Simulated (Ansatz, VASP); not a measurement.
Si in VASP and in Ansatz

The input INCAR:

```
SYSTEM = Si
PREC = Accurate
ENCUT = 520
EDIFF = 1E-6
ISMEAR = 0
SIGMA = 0.05
LREAL = .FALSE.
LASPH = .TRUE.
NELM = 80
ALGO = Normal
ISIF = 2
LWAVE = .FALSE.
LCHARG = .FALSE.
GGA = PE
NBANDS = 11
```

KPOINTS

```
Automatic mesh
0
G
  10 10 10
  0 0 0
```

The input POSCAR:

```
Si
1.0
    0.0000000000      2.6786617455      2.9877793109
    2.6786617455      0.0000000000      2.9877793109
    2.6786617455      2.6786617455      0.0000000000
Si
2
Direct
    0.5000000000      0.5000000000      0.5000000000
    0.7500000000      0.7500000000      0.7500000000
```

Input for Ansatz:

```yaml
crystal:
  lattice:
    - [0.0, 2.6786617455, 2.9877793109]
    - [2.6786617455, 0.0, 2.9877793109]
    - [2.6786617455, 2.6786617455, 0.0]
  atoms:
    - { symbol: Si, position: [0.5, 0.5, 0.5] }
    - { symbol: Si, position: [0.75, 0.75, 0.75] }
basis:
  ecutwfc: 420
kpoints:
  mp_grid: { grid: [10, 10, 10] }
hamiltonian:
  xc: pbe
scf:
  occupations: { method: gaussian, width: 0.05 }
output:
  forces: true
  stress: true
  eigenvalues: true
  write_density: true
  write_potential: true
  elf: true
  volumetric_format: npy
```

Alike in both runs: task single point; functional PBE; k mesh 10 × 10 × 10; occupations gaussian, width 0.05 eV; no spin polarisation.

|  | VASP | Ansatz |
| --- | --- | --- |
| version | VASP 6.6.1 | Ansatz 0.2.0 |
| potentials or method | VASP PAW PBE potentials, release 64 (Si), cutoff 520 eV | scalar-relativistic, plane waves, PAW |
| valence electrons in the cell | 8 | 8 |

```tsv
	VASP	Ansatz	Ansatz less VASP
gap on the k mesh at the Fermi level (eV)	0.11	0.11	-0.003
least direct gap on the mesh (eV)	1.55	1.54	-0.002
pressure (GPa)	-4.0	-3.9	+0.06
traceless stress, the component that is largest in VASP (GPa)	-8.05	-8.03	+0.019
```

The functional is the same, so the differences come from potentials, cutoffs and numerics.
